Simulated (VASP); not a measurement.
Runs of VASP 6.6.1 on TaC. The structure is that of space group Fm-3m (No. 225), or close to it. The cells are those of the table. 

| cell | gap on the mesh (eV) | pressure (GPa) |
| --- | --- | --- |
| a = 3.205 Å, angles 60.0°, 2 atoms | none | -11.1 |
| a = 3.175 Å, angles 60.0°, 2 atoms | none | (b) |
| a = 3.144 Å, angles 60.0°, 2 atoms | none | 7.3 |
| a = 3.112 Å, angles 60.0°, 2 atoms | none | (a) |
| a = 3.080 Å, angles 60.0°, 2 atoms | none | 32.3 |

Alike in all rows: task single point; level PBE; potentials or basis VASP PAW PBE potentials, release 64 (Ta_pv, C); no spin polarisation; k mesh 16 × 16 × 16; cutoff (eV) 600; smearing fermi-dirac 0.02 eV.

Task: Fill in the values left out.

Result: (a) 18.9; (b) -2.6.

Caveats: spin-orbit coupling is left out, which moves the levels of the heavy elements.

A k mesh can miss the band edges, and the runs leave out spin-orbit coupling on Ta.

A gap of «none» marks levels without a gap at the run's occupations.
